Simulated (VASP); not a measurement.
# Pt (Fm-3m) in VASP: further runs

The runs below take Pt through single point, with r2SCAN.

Everything below comes from runs of VASP 6.6.1. Logs are shortened: lines on timing, memory, paths and dates and some standing lists are left out, and cuts for length are marked.

## 1. The cell of the first run

Symmetry: Fm-3m, No. 225, cubic system. The conventional cell has a = 3.867 Å, b = 3.867 Å, c = 3.867 Å, α = 90.00°, β = 90.00°, γ = 90.00°. Within 3.6 Å of Pt (site symmetry m-3m) lie 12 Pt at 2.73 Å.

## 2. Single point, r2SCAN, non-collinear spin, zero start, spin-orbit coupling (volume scaled by 0.96)

Input file POSCAR:

```
Pt
1.0
    0.0000000000      1.9335114647      1.9335114647
    1.9335114647      0.0000000000      1.9335114647
    1.9335114647      1.9335114647      0.0000000000
Pt
1
Direct
    0.0000000000      0.0000000000      0.0000000000
```

Input file INCAR.step1:

```
SYSTEM = Pt
ALGO     = Normal         ! electronic algorithm
EDIFF    = 1E-5           ! SCF threshold, eV
ENCUT    = 550            ! plane-wave cutoff, eV
GGA      = PE             ! functional
GGA_COMPAT= .FALSE.      
ISMEAR   = 0              ! smearing method
LASPH    = .TRUE.         ! aspherical terms in the spheres
LCHARG   = .FALSE.        ! write CHGCAR
LMAXMIX  = 4              ! l up to which the mixer works
LREAL    = .FALSE.        ! projectors in reciprocal space
LSORBIT  = .TRUE.         ! spin-orbit coupling
LWAVE    = .TRUE.         ! write WAVECAR
MAGMOM   = 0 0 0          ! initial moments
NBANDS   = 29             ! bands
NELM     = 200            ! most SCF steps
PREC     = Accurate       ! precision mode
SIGMA    = 0.05           ! smearing width, eV
```

Input file INCAR.step2:

```
SYSTEM = Pt
ALGO     = Normal         ! electronic algorithm
EDIFF    = 1E-6           ! SCF threshold, eV
ENCUT    = 550            ! plane-wave cutoff, eV
GGA_COMPAT= .FALSE.      
ISIF     = 2              ! what is computed and relaxed
ISMEAR   = 0              ! smearing method
ISTART   = 1            
LASPH    = .TRUE.         ! aspherical terms in the spheres
LCHARG   = .TRUE.         ! write CHGCAR
LMAXMIX  = 4              ! l up to which the mixer works
LMIXTAU  = .TRUE.       
LORBIT   = 11             ! projections on sites
LORBMOM  = .TRUE.       
LREAL    = .FALSE.        ! projectors in reciprocal space
LSORBIT  = .TRUE.         ! spin-orbit coupling
LVHAR    = .TRUE.       
LWAVE    = .FALSE.        ! write WAVECAR
MAGMOM   = 0 0 0          ! initial moments
METAGGA  = R2SCAN         ! meta-GGA
NBANDS   = 29             ! bands
NELM     = 200            ! most SCF steps
PREC     = Accurate       ! precision mode
SIGMA    = 0.05           ! smearing width, eV
```

Input file KPOINTS:

```
k-points
0
G
  8 8 8
  0 0 0
```

Potentials or basis: VASP PAW PBE potentials, release 64 (Pt_sv_GW).

Started as:

```sh
$ cat potpaw_PBE.64/Pt_sv_GW/POTCAR > POTCAR
$ cp INCAR.step1 INCAR
$ mpirun -np 1 vasp_ncl > vasp.out
$ cp INCAR.step2 INCAR
$ mpirun -np 1 vasp_ncl > vasp.out
```

OUTCAR:

```text
SYSTEM = Pt
   EDIFF = 1E-6
   ENCUT = 550
   ISIF = 2
   ISMEAR = 0
   ISTART = 1
   LASPH = .TRUE.
   LORBIT = 11
   LREAL = .FALSE.
   LSORBIT = .TRUE.
   METAGGA = R2SCAN
   NELM = 200
   PREC = Accurate

 ion  position               nearest neighbor table
   1  0.000  0.000  0.000-

  LATTYP: Found a face centered cubic cell.
 ALAT       =     3.8670229294

  Lattice vectors:

 A1 = (   0.0000000000,   1.9335114647,   1.9335114647)
 A2 = (   1.9335114647,   0.0000000000,   1.9335114647)
 A3 = (   1.9335114647,   1.9335114647,   0.0000000000)

Analysis of symmetry for initial positions (statically):
=====================================================================
 Subroutine PRICEL returns:
 Original cell was already a primitive cell.

 Routine SETGRP: Setting up the symmetry group for a
 face centered cubic supercell.

 Subroutine GETGRP returns: Found 48 space group operations
 (whereof 48 operations were pure point group operations)
 out of a pool of 48 trial point group operations.

The static configuration has the point symmetry O_h .

Analysis of symmetry for dynamics (positions and initial velocities):
=====================================================================
 Subroutine PRICEL returns:
 Original cell was already a primitive cell.

 Routine SETGRP: Setting up the symmetry group for a
 face centered cubic supercell.

 Subroutine GETGRP returns: Found 48 space group operations
 (whereof 48 operations were pure point group operations)
 out of a pool of 48 trial point group operations.

The dynamic configuration has the point symmetry O_h .

Analysis of structural, dynamic, and magnetic symmetry:
=====================================================================
 Subroutine PRICEL returns:
 Original cell was already a primitive cell.

 Routine SETGRP: Setting up the symmetry group for a
 face centered cubic supercell.

 Subroutine GETGRP returns: Found 48 space group operations
 (whereof 48 operations were pure point group operations)
 out of a pool of 48 trial point group operations.

The overall configuration has the point symmetry O_h .

 Subroutine INISYM returns: Found 48 space group operations
 (whereof 48 operations are pure point group operations),
 and found     1 'primitive' translations

[... 149 lines left out ...]
 cond. band min:      11.3653649942   @ k =  -0.3750   0.3750   0.1250
 fundamental gap:      0.0447115061
 Fermi energy:        11.3374967610

 k-point     1 :       0.0000    0.0000    0.0000
  band No.  band energies     occupation
      1     -89.6162      1.00000
      2     -89.6162      1.00000
      3     -52.2238      1.00000
      4     -52.2238      1.00000
      5     -38.7467      1.00000
      6     -38.7467      1.00000
[... 757 lines left out ...]
     28      31.7097      0.00000
     29      39.0898      0.00000

 [... further k-points ...]
[... 5 lines left out ...]
  --------------------------------------------------------------------------------------
  -------------------------------------------------------------------------------------
  Total        1.5485068      1.5485068      1.5485068      0.0000000      0.0000000      0.0000000
  in kB      171.6142882    171.6142882    171.6142882      0.0000000      0.0000000      0.0000000
  external PRESSURE =     171.6142882 kB  Pullay stress =       0.0000000 kB

 VOLUME and BASIS-vectors are now :
 -----------------------------------------------------------------------------
  energy-cutoff  :      550.00
  volume of cell :       14.46
      direct lattice vectors                 reciprocal lattice vectors
     0.000000000  1.933511465  1.933511465    -0.258596863  0.258596863  0.258596863
     1.933511465  0.000000000  1.933511465     0.258596863 -0.258596863  0.258596863
     1.933511465  1.933511465  0.000000000     0.258596863  0.258596863 -0.258596863

 POSITION                                       TOTAL-FORCE (eV/Angst)
 -----------------------------------------------------------------------------------
      0.00000      0.00000      0.00000         0.000000     -0.000000      0.000000
 -----------------------------------------------------------------------------------
    total drift:                               -0.000000      0.000000      0.000000

  FREE ENERGIE OF THE ION-ELECTRON SYSTEM (eV)
  ---------------------------------------------------
  free  energy   TOTEN  =       -53.5014493134 eV

  energy  without entropy=      -53.4964128455  energy(sigma->0) =      -53.49893108

 orbital moment (x)

 # of ion     p       d       f       tot
 ------------------------------------------------
  1         0.000  -0.000  -0.000  -0.000
 ------------------------------------------------
            0.000  -0.000  -0.000  -0.000

 orbital moment (y)

 # of ion     p       d       f       tot
 ------------------------------------------------
  1         0.000  -0.000  -0.000  -0.000
 ------------------------------------------------
            0.000  -0.000  -0.000  -0.000

 orbital moment (z)

 # of ion     p       d       f       tot
 ------------------------------------------------
  1         0.000   0.000   0.000   0.000
 ------------------------------------------------
            0.000   0.000   0.000   0.000

 Spin-Orbit-Coupling matrix elements

 Ion:    1  E_soc:     -4.2972919
 l=   1
     0.0000000    -0.6209099    -0.6209099
    -0.6209099     0.0000000    -0.6209099
    -0.6209099    -0.6209099     0.0000000
 l=   2
     0.0000000    -0.0175446     0.0000000    -0.0175446    -0.0777471
    -0.0175446     0.0000000    -0.0583104    -0.0175446    -0.0194368
     0.0000000    -0.0583104     0.0000000    -0.0583104     0.0000000
    -0.0175446    -0.0175446    -0.0583104     0.0000000    -0.0194368
    -0.0777471    -0.0194368     0.0000000    -0.0194368     0.0000000
 l=   3
     0.0000000    -0.0000017     0.0000000     0.0000000     0.0000000    -0.0000020    -0.0000071
    -0.0000017     0.0000000    -0.0000029     0.0000000    -0.0000029    -0.0000046    -0.0000017
     0.0000000    -0.0000029     0.0000000    -0.0000046    -0.0000019    -0.0000025     0.0000000
     0.0000000     0.0000000    -0.0000046     0.0000000    -0.0000046     0.0000000     0.0000000
     0.0000000    -0.0000029    -0.0000019    -0.0000046     0.0000000    -0.0000025     0.0000000
    -0.0000020    -0.0000046    -0.0000025     0.0000000    -0.0000025     0.0000000    -0.0000020
    -0.0000071    -0.0000017     0.0000000     0.0000000     0.0000000    -0.0000020     0.0000000

 total charge

# of ion       s       p       d       f       tot
--------------------------------------------------
    1        4.424   6.116   7.562   0.027  18.128

 magnetization (x)

# of ion       s       p       d       f       tot
--------------------------------------------------
    1       -0.000  -0.000  -0.000   0.000  -0.000

 magnetization (y)

# of ion       s       p       d       f       tot
--------------------------------------------------
    1        0.000   0.000   0.000  -0.000   0.000

 magnetization (z)

# of ion       s       p       d       f       tot
--------------------------------------------------
    1       -0.000  -0.000  -0.000   0.000  -0.000
```

OSZICAR.step1:

```text
N       E                     dE             d eps       ncg     rms          rms(c)
DAV:   1     0.201579187692E+03    0.20158E+03   -0.13044E+04  1746   0.144E+03
DAV:   2    -0.285472363215E+01   -0.20443E+03   -0.19784E+03  1901   0.536E+02
DAV:   3    -0.911912694334E+01   -0.62644E+01   -0.61976E+01  1939   0.875E+01
DAV:   4    -0.914856117144E+01   -0.29434E-01   -0.29424E-01  1838   0.654E+00
DAV:   5    -0.914868200120E+01   -0.12083E-03   -0.12083E-03  1954   0.382E-01    0.676E+01
DAV:   6    -0.824993860443E+01    0.89874E+00   -0.12261E+00  1857   0.130E+01    0.366E+01
DAV:   7    -0.820315512264E+01    0.46783E-01   -0.35652E-01  1902   0.596E+00    0.800E+00
DAV:   8    -0.818778034752E+01    0.15375E-01   -0.48449E-02  1797   0.292E+00    0.241E+00
DAV:   9    -0.818792373489E+01   -0.14339E-03   -0.23833E-03  1858   0.489E-01    0.646E-01
DAV:  10    -0.818777008404E+01    0.15365E-03   -0.34828E-04  1860   0.267E-01    0.110E-01
DAV:  11    -0.818776265006E+01    0.74340E-05   -0.89977E-06  1551   0.410E-02
   1 F= -.81877627E+01 E0= -.81849870E+01  d E =-.555128E-02  mag=     0.0000     0.0000    -0.0000
```

Wall time 99 s (1 thread of Intel Xeon Platinum 8488C (Sapphire Rapids), shared host); peak memory 0.22 GiB.

What came out:

| Property | Result |
| --- | --- |
| Free energy | -53.5014 eV |
| Pressure | 17.2 GPa |
| Net moment | 0.00 μB per cell |

Moments on the atoms (μB; x, y, z):
```
Pt  0.00 0.00 0.00
```

Caveat: the cell differs from its parent crystal (volume scaled by 0.96); the PAW data sets were made with another functional, which shifts forces and pressure a little.

## 3. Single point, r2SCAN, non-collinear spin, zero start, spin-orbit coupling

This run uses another cell than the first one, of 15.06 Å³/atom, 1.042 times its volume.

Input file POSCAR:

```
Pt
1.0
    0.0000000000      1.9600012148      1.9600012148
    1.9600012148      0.0000000000      1.9600012148
    1.9600012148      1.9600012148      0.0000000000
Pt
1
Direct
    0.0000000000      0.0000000000      0.0000000000
```

Input file INCAR.step1:

```
PREC = Accurate ; ENCUT = 550
ISMEAR = 0 ; SIGMA = 0.05
LREAL = F ; LASPH = T
NELM = 200 ; MAGMOM = 0 0 0
LSORBIT = T ; GGA_COMPAT = F
LMAXMIX = 4 ; NBANDS = 29
GGA = PE ; ALGO = Normal
EDIFF = 1E-5 ; LWAVE = T
LCHARG = F
```

Input file INCAR.step2:

```
PREC = Accurate ; ENCUT = 550
EDIFF = 1E-6 ; ISMEAR = 0
SIGMA = 0.05 ; LREAL = F
LASPH = T ; NELM = 200
ALGO = Normal ; ISIF = 2
LWAVE = F ; LCHARG = F
MAGMOM = 0 0 0 ; LORBIT = 11
LSORBIT = T ; GGA_COMPAT = F
LORBMOM = T ; LMAXMIX = 4
METAGGA = R2SCAN ; LMIXTAU = T
NBANDS = 29 ; ISTART = 1
```

Input file KPOINTS:

```
regular mesh
0
Gamma
  12 12 12
```

Potentials or basis: VASP PAW PBE potentials, release 64 (Pt_sv_GW).

Started as:

```sh
$ cat potpaw_PBE.64/Pt_sv_GW/POTCAR > POTCAR
$ cp INCAR.step1 INCAR
$ mpirun -np 1 vasp_ncl > vasp.out
$ cp INCAR.step2 INCAR
$ mpirun -np 1 vasp_ncl > vasp.out
```

OUTCAR:

```text
PREC = Accurate
   ENCUT = 550
   EDIFF = 1E-6
   ISMEAR = 0
   LREAL = F
   LASPH = T
   NELM = 200
   ISIF = 2
   LORBIT = 11
   LSORBIT = T
   METAGGA = R2SCAN
   ISTART = 1

 ion  position               nearest neighbor table
   1  0.000  0.000  0.000-

  LATTYP: Found a face centered cubic cell.
 ALAT       =     3.9200024296

  Lattice vectors:

 A1 = (   0.0000000000,   1.9600012148,   1.9600012148)
 A2 = (   1.9600012148,   0.0000000000,   1.9600012148)
 A3 = (   1.9600012148,   1.9600012148,   0.0000000000)

Analysis of symmetry for initial positions (statically):
=====================================================================
 Subroutine PRICEL returns:
 Original cell was already a primitive cell.

[... 1018 lines left out ...]

 Spin-Orbit-Coupling matrix elements

 Ion:    1  E_soc:     -4.3123538
 l=   1
     0.0000000    -0.6210876    -0.6210876
    -0.6210876     0.0000000    -0.6210876
    -0.6210876    -0.6210876     0.0000000
 l=   2
     0.0000000    -0.0176676     0.0000000    -0.0176676    -0.0799586
    -0.0176676     0.0000000    -0.0599690    -0.0176676    -0.0199897
     0.0000000    -0.0599690     0.0000000    -0.0599690     0.0000000
    -0.0176676    -0.0176676    -0.0599690     0.0000000    -0.0199897
    -0.0799586    -0.0199897     0.0000000    -0.0199897     0.0000000
 l=   3
     0.0000000    -0.0000015     0.0000000     0.0000000     0.0000000    -0.0000018    -0.0000061
    -0.0000015     0.0000000    -0.0000025     0.0000000    -0.0000025    -0.0000040    -0.0000015
     0.0000000    -0.0000025     0.0000000    -0.0000041    -0.0000018    -0.0000020     0.0000000
     0.0000000     0.0000000    -0.0000041     0.0000000    -0.0000041     0.0000000     0.0000000
     0.0000000    -0.0000025    -0.0000018    -0.0000041     0.0000000    -0.0000020     0.0000000
    -0.0000018    -0.0000040    -0.0000020     0.0000000    -0.0000020     0.0000000    -0.0000018
    -0.0000061    -0.0000015     0.0000000     0.0000000     0.0000000    -0.0000018     0.0000000

 total charge

# of ion       s       p       d       f       tot
--------------------------------------------------
    1        4.314   6.103   7.560   0.023  17.999

 magnetization (x)

# of ion       s       p       d       f       tot
--------------------------------------------------
    1       -0.000   0.000   0.000   0.000  -0.000

 magnetization (y)

# of ion       s       p       d       f       tot
--------------------------------------------------
    1        0.000  -0.000  -0.000   0.000   0.000

 magnetization (z)

# of ion       s       p       d       f       tot
--------------------------------------------------
    1        0.000   0.000   0.000   0.000   0.000
```

Run time: 8.4 min. Hardware: 1 thread of Intel Xeon Platinum 8375C at 2.90GHz (Ice Lake), shared host; peak memory 0.26 GiB.

What came out:

| Item | Value |
| --- | --- |
| Free energy | -53.5898 eV |
| Pressure | 3.7 GPa |
| Net moment | 0.00 μB per cell |
| Valence electrons inside the program's atomic spheres | Pt 18.00 |

Moments on the atoms (μB; x, y, z):
```
Pt  0.00 0.00 0.00
```

Caveat: the PAW data sets were made with another functional, which shifts forces and pressure a little.
